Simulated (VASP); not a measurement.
Here is a VASP 6.6.1 calculation.

File INCAR:

```
ALGO = Normal
EDIFF = 1E-6
ENCUT = 500
GGA = PE
GGA_COMPAT = False
ISIF = 2
ISMEAR = 1
LASPH = True
LCHARG = False
LREAL = False
LWAVE = False
NBANDS = 16
NELM = 120
PREC = Accurate
SIGMA = 0.001
```

KPOINTS

```
k-points
0
Gamma
  6 6 6
```

Contents of POSCAR:

```
InAs
1.0
    0.0000000000      3.0545904655      3.0545904655
    3.0545904655      0.0000000000      3.0545904655
    3.0545904655      3.0545904655      0.0000000000
In As
1 1
Direct
    0.0000000000      0.0000000000      0.0000000000
    0.2500000000      0.2500000000      0.2500000000
```

Potentials or basis: VASP PAW PBE potentials, release 64 (In_d, As).

Run with:

```sh
$ cat potpaw_PBE.64/In_d/POTCAR potpaw_PBE.64/As/POTCAR > POTCAR
$ mpirun -np 1 vasp_std > vasp.out
```

Problem. What does it give for the pressure?

Solution. 2.1 GPa.

Problem. What does it give for the band gap on the k mesh?

Solution. Zero (filled and empty bands touch).

Caveat: semilocal functionals underestimate gaps, so a narrow gap can read as zero; spin-orbit coupling is left out, which moves the levels of the heavy elements.
